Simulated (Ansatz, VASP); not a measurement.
**Two plane-wave programs on BaF2**

```
Ba F
1.0
     0.00000    3.03433    3.03433
     3.03433    0.00000    3.03433
     3.03433    3.03433    0.00000
Ba F
1 2
Direct
  0.00000 0.00000 0.00000
  0.25000 0.25000 0.25000
  0.75000 0.75000 0.75000
```

Alike in both runs: functional r2SCAN; k mesh 8 × 8 × 8; occupations fermi-dirac, width 0.02 eV; no spin polarisation.

Ansatz relaxed the structure, and its values are those at the end. VASP's run is a single point on that final structure, the one shown.

```csv
,VASP,Ansatz
version,VASP 6.6.1,Ansatz 0.2.0
potentials or method,"VASP PAW PBE potentials, release 64 (Ba_sv, F), cutoff 660 eV",PAW plane waves
valence electrons in the cell,24,24
```

|  | VASP | Ansatz | Ansatz less VASP |
| --- | --- | --- | --- |
| gap on the k mesh at the Fermi level (eV) | 7.59 | 7.67 | +0.081 |
| pressure (GPa) | 5.6 | 4.4 | -1.20 |

VASP's potentials were made for PBE, not for r2SCAN. Ansatz's warnings: stress scf threshold loose.

Spin-orbit coupling is off throughout.
